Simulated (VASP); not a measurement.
Au:

```
CELL_PARAMETERS angstrom
0.00000 2.03500 2.03500
2.03500 0.00000 2.03500
2.03500 2.03500 0.00000
ATOMIC_POSITIONS crystal
Au 0.00000 0.00000 0.00000
```

Base run:

- Program: VASP 6.6.1
- Functional: PBE
- Potentials or basis: VASP PAW PBE potentials, release 64 (Au)
- Cutoff: 520 eV
- k mesh: 11 × 11 × 11
- Occupations: gaussian, width 0.023 eV
- Spin: no spin polarisation

Its results: pressure 10.5 GPa.

Q: The run is repeated on the same cell with these changes: functional from PBE to BLYP; occupations from gaussian, width 0.023 eV to fermi-dirac, width 0.05 eV. What comes out?

A: Pressure 23.4 GPa.

Caveats: the PAW data sets were made with another functional, which shifts forces and pressure a little (some runs).
